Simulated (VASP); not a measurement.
Set up this calculation in VASP 6.6.1, as the native input.

- Task: single point
- Functional: PBE
- Potentials or basis: VASP PAW PBE potentials, release 64 (Ti_sv, C)
- Cutoff: 520 eV
- k mesh: 16 × 16 × 16
- Occupations: gaussian, width 0.1 eV
- Spin: no spin polarisation
- Dipole correction: no
- Further INCAR settings: ALGO = Normal; EDIFF = 1e-06; NBANDS = 15

The structure of TiC lies in POSCAR:

```
TiC
1.0
    0.0000000000      2.2363427247      2.2363427247
    2.2363427247      0.0000000000      2.2363427247
    2.2363427247      2.2363427247      0.0000000000
Ti C
1 1
Direct
    0.0000000000      0.0000000000      0.0000000000
    0.5000000000      0.5000000000      0.5000000000
```

This cell differs from its parent crystal: volume scaled by 1.10.

One way to write it, as run:

INCAR

```
  PREC = Accurate
  ENCUT = 520
  EDIFF = 1E-6
  ISMEAR = 0
  SIGMA = 0.1
  LREAL = False
  LASPH = True
  NELM = 60
  ALGO = Normal
  ISIF = 2
  LWAVE = False
  LCHARG = False
  GGA = PE
  NBANDS = 15
```

KPOINTS

```
regular mesh
0
Gamma
  16 16 16
```

Potentials or basis: VASP PAW PBE potentials, release 64 (Ti_sv, C).

The run is started by

```sh
$ cat potpaw_PBE.64/Ti_sv/POTCAR potpaw_PBE.64/C/POTCAR > POTCAR
$ mpirun -np 1 vasp_std > vasp.out
```

Results of the run:

The pressure is -19.5 GPa. The band gap on the k mesh is zero (band 8 reaches 8.97 eV, above the bottom of band 9 at 7.94 eV).

Wall time 26 s on 1 thread of Intel(R) Xeon(R) Platinum 8488C (Sapphire Rapids) (shared host), peak memory 0.17 GiB.
